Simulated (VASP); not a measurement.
Input of a VASP 6.6.1 run:

File INCAR:

```
ALGO = Normal ; EDIFF = 1E-7
EDIFFG = -0.04 ; ENCUT = 600
GGA = PE ; IBRION = 2
ISIF = 3 ; ISMEAR = 0
LASPH = True ; LCHARG = False
LREAL = False ; LWAVE = False
NELM = 60 ; NSW = 90
PREC = Accurate ; SIGMA = 0.1
```

File KPOINTS:

```
k-points
0
Gamma
  4 4 1
```

File POSCAR:

```
SnPb2O3
1.0
    3.9461492000      0.0000000000      0.0000000000
    0.0000000000      3.9461492000      0.0000000000
    0.0000000000      0.0000000000     15.0580566800
Sn Pb O
2 4 6
Direct
    0.0000000000      0.5000000000      0.7461666700
    0.5000000000      0.0000000000      0.2538333300
    0.0000000000      0.5000000000      0.0795000000
    0.0000000000      0.5000000000      0.4128333300
    0.5000000000      0.0000000000      0.9205000000
    0.5000000000      0.0000000000      0.5871666700
    0.0000000000      0.0000000000      0.6666666700
    0.0000000000      0.0000000000      0.0000000000
    0.0000000000      0.0000000000      0.3333333300
    0.5000000000      0.5000000000      0.6666666700
    0.5000000000      0.5000000000      0.0000000000
    0.5000000000      0.5000000000      0.3333333300
```

Potentials or basis: VASP PAW PBE potentials, release 64 (Sn_d, Pb_d, O).

Run with:

```sh
$ cat potpaw_PBE.64/Sn_d/POTCAR potpaw_PBE.64/Pb_d/POTCAR potpaw_PBE.64/O/POTCAR > POTCAR
$ mpirun -np 1 vasp_std > vasp.out
```

Problem. Predict the band gap on the k mesh.

Solution. 1.04 eV (least direct gap 1.20 eV).

Problem. What does it give for the relaxed volume?

Solution. 21.44 Å³/atom.

Step by step:
```tsv
step	energy change (eV)	largest force (eV/Å)	pressure (GPa)	volume (Å³)
1	0.0000	0.9257	2.06	234.49
2	-0.1179	0.6303	-0.90	243.10
3	-0.1228	0.4869	-0.45	241.62
4	-0.1503	0.2012	0.55	241.28
5	-0.1503	0.1950	0.57	241.27
6	-0.1635	0.1194	0.31	243.60
7	-0.1708	0.1794	-0.03	246.98
8	-0.1840	0.0883	-0.03	248.86
9	-0.2035	0.2034	0.03	254.45
10	-0.2125	0.0579	-0.15	256.69
11	-0.2127	0.0736	-0.18	257.05
12	-0.2111	0.0999	0.49	256.47
13	-0.2136	0.0458	0.06	256.84
14	-0.2141	0.0259	0.06	257.30
```

Caveat: spin-orbit coupling is left out, which moves the levels of the heavy elements. A k mesh can miss the band edges.
